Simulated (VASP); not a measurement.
## Mo: single point with LDA

Crystal: Mo.

```
CELL_PARAMETERS angstrom
-1.55656 1.55656 1.55656
1.55656 -1.55656 1.55656
1.55656 1.55656 -1.55656
ATOMIC_POSITIONS crystal
Mo 0.00000 0.00000 0.00000
```

```yaml
Program: VASP 6.6.1
Task: single point
Functional: LDA
Potentials_or_basis: VASP PAW LDA potentials, release 64 (Mo_sv)
Cutoff: 520 eV
k_mesh: 23 × 23 × 23
Occupations: fermi-dirac, width 0.1 eV
Spin: no spin polarisation
Dipole_correction: no
Further_INCAR_settings: ALGO = Normal; EDIFF = 1e-06; NBANDS = 13
```

```yaml
Pressure: 0.8 GPa
Band_gap_on_the_k_mesh: zero (band 7 reaches 17.13 eV, above the bottom of band 8 at 11.60 eV)
```

Levels at points of the mesh, in eV from the Fermi level:
| k point | band 4 | band 5 | band 6 | band 7 | band 8 | band 9 | band 10 | band 11 |
| --- | --- | --- | --- | --- | --- | --- | --- | --- |
| (0.00, 0.00, 0.00) | -34.30 | -7.34 | -1.45 | -1.45 | -1.45 | 1.69 | 1.69 | 14.87 |

It took 71 s on 1 thread of Intel Xeon 8259CL (shared host), peak memory 0.17 GiB.
